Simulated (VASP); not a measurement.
# PbSe (Pm-3m) in VASP: further runs

Runs on PbSe. Level: PBE+D3(BJ). Tasks: single point.

All numbers are computed with VASP 6.6.1; they aren't measurements. Logs are shortened: lines on timing, memory, paths and dates and some standing lists are left out, and cuts for length are marked.

## 1. The cell of the first run

The structure is cubic, space group Pm-3m (No. 221). The conventional cell has a = 3.784 Å, b = 3.784 Å, c = 3.784 Å, α = 90.00°, β = 90.00°, γ = 90.00°. Pb (site symmetry m-3m) has 8 Se at 3.28 Å and 6 Pb at 3.78 Å within 4.3 Å. Se (site symmetry m-3m) has 8 Pb at 3.28 Å and 6 Se at 3.78 Å within 4.3 Å.

## 2. Single point, PBE+D3(BJ)

Input file INCAR:

```
PREC     = Accurate       # precision mode
ENCUT    = 520            # plane-wave cutoff, eV
EDIFF    = 1E-6           # SCF threshold, eV
ISMEAR   = 0              # smearing method
SIGMA    = 0.15           # smearing width, eV
LREAL    = False          # projectors in reciprocal space
LASPH    = True           # aspherical terms in the spheres
NELM     = 80             # most SCF steps
ALGO     = Normal         # electronic algorithm
ISIF     = 2              # what is computed and relaxed
LWAVE    = False          # write WAVECAR
LCHARG   = False          # write CHGCAR
GGA      = PE             # functional
IVDW     = 12             # dispersion correction
NBANDS   = 17             # bands
```

Input file KPOINTS:

```
regular mesh
0
Gamma
  12 12 12
```

Input file POSCAR:

```
PbSe
1.0
    3.7843220000      0.0000000000      0.0000000000
    0.0000000000      3.7843220000      0.0000000000
    0.0000000000      0.0000000000      3.7843220000
Pb Se
1 1
Direct
    0.0000000000      0.0000000000      0.0000000000
    0.5000000000      0.5000000000      0.5000000000
```

Potentials or basis: VASP PAW PBE potentials, release 64 (Pb_d, Se).

Command:

```console
$ cat potpaw_PBE.64/Pb_d/POTCAR potpaw_PBE.64/Se/POTCAR > POTCAR
$ mpirun -np 1 vasp_std > vasp.out
```

OUTCAR:

```text
PREC = Accurate
   ENCUT = 520
   EDIFF = 1E-6
   ISMEAR = 0
   LREAL = False
   LASPH = True
   NELM = 80
   ISIF = 2
   GGA = PE
   IVDW = 12
 IVDW          = 12

 ion  position               nearest neighbor table
   1  0.000  0.000  0.000-   2 3.28   2 3.28   2 3.28   2 3.28   2 3.28   2 3.28   2 3.28   2 3.28

   2  0.500  0.500  0.500-   1 3.28   1 3.28   1 3.28   1 3.28   1 3.28   1 3.28   1 3.28   1 3.28

  LATTYP: Found a simple cubic cell.
 ALAT       =     3.7843220000

  Lattice vectors:

 A1 = (   3.7843220000,   0.0000000000,   0.0000000000)
 A2 = (   0.0000000000,   3.7843220000,   0.0000000000)
 A3 = (   0.0000000000,   0.0000000000,   3.7843220000)

Analysis of symmetry for initial positions (statically):
=====================================================================
 Subroutine PRICEL returns:
 Original cell was already a primitive cell.

 Routine SETGRP: Setting up the symmetry group for a
 simple cubic supercell.

 Subroutine GETGRP returns: Found 48 space group operations
 (whereof 48 operations were pure point group operations)
 out of a pool of 48 trial point group operations.

The static configuration has the point symmetry O_h .

Analysis of symmetry for dynamics (positions and initial velocities):
=====================================================================
 Subroutine PRICEL returns:
 Original cell was already a primitive cell.

 Routine SETGRP: Setting up the symmetry group for a
 simple cubic supercell.

 Subroutine GETGRP returns: Found 48 space group operations
 (whereof 48 operations were pure point group operations)
 out of a pool of 48 trial point group operations.

The dynamic configuration has the point symmetry O_h .

 Subroutine INISYM returns: Found 48 space group operations
 (whereof 48 operations are pure point group operations),
 and found     1 'primitive' translations

----------------------------------------------------------------------------------------

                                     Primitive cell

  volume of cell :      54.1956

  direct lattice vectors                    reciprocal lattice vectors
     3.784322000  0.000000000  0.000000000     0.264248127  0.000000000  0.000000000
     0.000000000  3.784322000  0.000000000     0.000000000  0.264248127  0.000000000
     0.000000000  0.000000000  3.784322000     0.000000000  0.000000000  0.264248127

  length of vectors
     3.784322000  3.784322000  3.784322000     0.264248127  0.264248127  0.264248127

  position of ions in fractional coordinates (direct lattice)
     0.000000000  0.000000000  0.000000000
     0.500000000  0.500000000  0.500000000
[... 78 lines left out ...]
   LREAL  =      F    real-space projection
   EDIFFG = 0.1E-04   stopping-criterion for IOM
   NSW    =      0    number of steps for IOM
   IBRION =     -1    ionic relax: 0-MD 1-quasi-New 2-CG
   NFREE  =      0    steps in history (QN), initial steepest desc. (CG)
   ISIF   =      2    stress and relaxation
   ISYM   =      2    0-nonsym 1-usesym 2-fastsym
   POTIM  = 0.5000    time-step for ionic-motion
   TEBEG  =    0.0;   TEEND  =   0.0 temperature during run
   PSTRESS=    0.0 pullay stress
   NELECT =      20.0000    total number of electrons
   NUPDOWN=      -1.0000    fix difference up-down
   EMIN   =  10.00;   EMAX   =-10.00  energy-range for DOS
   EFERMI =   0.00;   METHOD = LEGACY
   ISMEAR =     0;   SIGMA  =   0.15  broadening in eV -4-tet -1-fermi 0-gaus
   EFERMI_NEDOS =   21; number of points for ismear=-14 and -15
   IALGO  =     38    algorithm
   IMIX   =      4    mixing-type and parameters
     AMIX     =   0.40;   BMIX     =  1.00
     AMIX_MAG =   1.60;   BMIX_MAG =  1.00
  volume/ion in A,a.u.               =      27.10       182.87
  Fermi-wavevector in a.u.,A,eV,Ry     =   1.174258  2.219025 18.760817  1.378881
  Thomas-Fermi vector in A             =   2.310658
   LORBIT       =      0    0 simple, 1 ext, 2 COOP (PROOUT), +10 PAW based schemes
   GGA     = PE    functional components
   LHFCALC =     F    Hartree Fock is set to
   AEXX    =    0.0000 exact exchange contribution
   IVDW    =    12    specifies the selected vdW correction
   LEPSILON=     F    determine dielectric tensor
   LRPA    =     F    only Hartree local field effects (RPA)
 non-spin polarized calculation
 Gauss-broadening in eV      SIGMA  =   0.15
  energy-cutoff  :      520.00
  volume of cell :       54.20
 maximum number of plane-waves:      1492
   NGX = 15   NGY = 15   NGZ = 15

 number of electron      20.0000009 magnetization

 Free energy of the ion-electron system (eV)
  ---------------------------------------------------
  ext. energy  EPLUGINS =         0.00000000
  ---------------------------------------------------
  free energy    TOTEN  =        -7.72355454 eV

  energy without entropy =       -7.71317479  energy(sigma->0) =       -7.71836466

 E-fermi :   5.3488     XC(G=0):  -9.9537

 val. band max:        5.3350982462   @ k =   0.5000   0.5000   0.0000
 cond. band min:       5.4020336998   @ k =   0.5000   0.4167   0.3333
 fundamental gap:      0.0669354536
 Fermi energy:         5.3488229930

 k-point     1 :       0.0000    0.0000    0.0000
  band No.  band energies     occupation
      1     -11.6087      2.00000
      2     -11.6087      2.00000
      3     -11.4592      2.00000
      4     -11.4592      2.00000
      5     -11.4592      2.00000
      6      -7.8588      2.00000
[... 457 lines left out ...]
      4     -11.4842      2.00000
      5     -11.4518      2.00000
      6      -6.4160      2.00000
[... 9 lines left out ...]
     16      14.8751      0.00000
     17      15.9643      0.00000

 [... further k-points ...]

------------------------ aborting loop because EDIFF is reached ----------------------------------------

 Edisp (eV)   -0.77914

 E8    (eV) :    -0.3626

  FORCE on cell =-STRESS in cart. coord.  units (eV):
  Direction    XX          YY          ZZ          XY          YZ          ZX
  --------------------------------------------------------------------------------------
  -------------------------------------------------------------------------------------
  Total      -0.77506    -0.77506    -0.77506    -0.00000    -0.00000     0.00000
  in kB     -22.91313   -22.91313   -22.91313    -0.00000    -0.00000     0.00000
  external pressure =      -22.91 kB  Pullay stress =        0.00 kB

 VOLUME and BASIS-vectors are now :
 -----------------------------------------------------------------------------
  energy-cutoff  :      520.00
  volume of cell :       54.20
      direct lattice vectors                 reciprocal lattice vectors
     3.784322000  0.000000000  0.000000000     0.264248127  0.000000000  0.000000000
     0.000000000  3.784322000  0.000000000     0.000000000  0.264248127  0.000000000
     0.000000000  0.000000000  3.784322000     0.000000000  0.000000000  0.264248127

 POSITION                                       TOTAL-FORCE (eV/Angst)
 -----------------------------------------------------------------------------------
      0.00000      0.00000      0.00000         0.000000      0.000000      0.000000
      1.89216      1.89216      1.89216         0.000000      0.000000      0.000000
 -----------------------------------------------------------------------------------
    total drift:                               -0.000000      0.000000     -0.000000

  FREE ENERGIE OF THE ION-ELECTRON SYSTEM (eV)
  ---------------------------------------------------
  free  energy   TOTEN  =        -8.5026972206 eV

  energy  without entropy=       -8.4923174697  energy(sigma->0) =       -8.49750735
```

Wall time 28 s (1 thread of Intel Xeon Platinum 8488C (Sapphire Rapids), shared host); peak memory 0.22 GiB.

What came out:

```yaml
Free_energy: -8.5027 eV
Pressure: -2.3 GPa
Band_gap_on_the_k_mesh: zero (band 10 reaches 5.46 eV, above the bottom of band 11 at 4.75 eV)
Dispersion_energy_per_atom: -0.390 eV
```

Caveat: spin-orbit coupling is left out, which moves the levels of the heavy elements; pairwise dispersion overbinds metals, which lowers pressure and volume.

## 3. Single point, PBE+D3(BJ)

Input file INCAR:

```
PREC = Accurate ; ENCUT = 520
EDIFF = 1E-6 ; ISMEAR = 0
SIGMA = 0.15 ; LREAL = False
LASPH = True ; NELM = 80
ALGO = Normal ; ISIF = 2
LWAVE = False ; LCHARG = False
GGA = PE ; IVDW = 12
NBANDS = 17
```

Input file KPOINTS:

```
Automatic mesh
0
Gamma
  14 14 14
```

POSCAR is that of step 2.

Potentials or basis: VASP PAW PBE potentials, release 64 (Pb_d, Se).

Command:

```console
$ cat potpaw_PBE.64/Pb_d/POTCAR potpaw_PBE.64/Se/POTCAR > POTCAR
$ mpirun -np 1 vasp_std > vasp.out
```

OUTCAR:

```text
PREC = Accurate
   ENCUT = 520
   EDIFF = 1E-6
   ISMEAR = 0
   LREAL = False
   LASPH = True
   NELM = 80
   ISIF = 2
   GGA = PE
   IVDW = 12
 IVDW          = 12

 ion  position               nearest neighbor table
   1  0.000  0.000  0.000-   2 3.28   2 3.28   2 3.28   2 3.28   2 3.28   2 3.28   2 3.28   2 3.28

   2  0.500  0.500  0.500-   1 3.28   1 3.28   1 3.28   1 3.28   1 3.28   1 3.28   1 3.28   1 3.28

  LATTYP: Found a simple cubic cell.
 ALAT       =     3.7843220000

  Lattice vectors:

 A1 = (   3.7843220000,   0.0000000000,   0.0000000000)
[... 667 lines left out ...]

 Edisp (eV)   -0.77914

 E8    (eV) :    -0.3626

  FORCE on cell =-STRESS in cart. coord.  units (eV):
  Direction    XX          YY          ZZ          XY          YZ          ZX
  --------------------------------------------------------------------------------------
  -------------------------------------------------------------------------------------
  Total      -0.78986    -0.78986    -0.78986    -0.00000     0.00000    -0.00000
  in kB     -23.35066   -23.35066   -23.35066    -0.00000     0.00000    -0.00000
  external pressure =      -23.35 kB  Pullay stress =        0.00 kB

 VOLUME and BASIS-vectors are now :
 -----------------------------------------------------------------------------
  energy-cutoff  :      520.00
  volume of cell :       54.20
      direct lattice vectors                 reciprocal lattice vectors
     3.784322000  0.000000000  0.000000000     0.264248127  0.000000000  0.000000000
     0.000000000  3.784322000  0.000000000     0.000000000  0.264248127  0.000000000
     0.000000000  0.000000000  3.784322000     0.000000000  0.000000000  0.264248127

 POSITION                                       TOTAL-FORCE (eV/Angst)
 -----------------------------------------------------------------------------------
      0.00000      0.00000      0.00000         0.000000      0.000000      0.000000
      1.89216      1.89216      1.89216         0.000000      0.000000      0.000000
 -----------------------------------------------------------------------------------
    total drift:                               -0.000000      0.000000     -0.000000

  FREE ENERGIE OF THE ION-ELECTRON SYSTEM (eV)
  ---------------------------------------------------
  free  energy   TOTEN  =        -8.5036019377 eV

  energy  without entropy=       -8.4932887683  energy(sigma->0) =       -8.49844535
```

stdout:

```text
POSCAR found type information on POSCAR PbSe
 POSCAR found :  2 types and       2 ions
 scaLAPACK will be used
 LDA part: xc-table for (Slater+PW92), standard interpolation
 POSCAR, INCAR and KPOINTS ok, starting setup
 FFT: planning ... GRIDC
 FFT: planning ... GRID_SOFT
 FFT: planning ... GRID
 WAVECAR not read
 entering main loop
```

Wall time 39 s (1 thread of Intel Xeon Platinum 8488C (Sapphire Rapids), shared host); peak memory 0.25 GiB.

What came out:

```yaml
Free_energy: -8.5036 eV
Pressure: -2.3 GPa
Band_gap_on_the_k_mesh: zero (band 10 reaches 5.42 eV, above the bottom of band 11 at 4.75 eV)
Dispersion_energy_per_atom: -0.390 eV
```

Levels at points of the mesh, in eV from the Fermi level:
```tsv
k point	band 7	band 8	band 9	band 10	band 11	band 12	band 13	band 14
(0.00, 0.00, 0.00)	-7.06	-1.48	-1.48	-1.48	5.13	5.13	6.06	6.06
(0.50, 0.00, 0.00)	-8.95	-0.27	-0.26	-0.26	0.11	3.41	3.41	6.51
(0.50, 0.50, 0.00)	-7.46	-4.33	-4.33	0.00	4.13	4.13	4.99	6.79
(0.50, 0.50, 0.50)	-6.42	-2.33	-2.33	-2.33	-0.58	-0.58	-0.58	13.78
```

Caveat: spin-orbit coupling is left out, which moves the levels of the heavy elements; pairwise dispersion overbinds metals, which lowers pressure and volume.
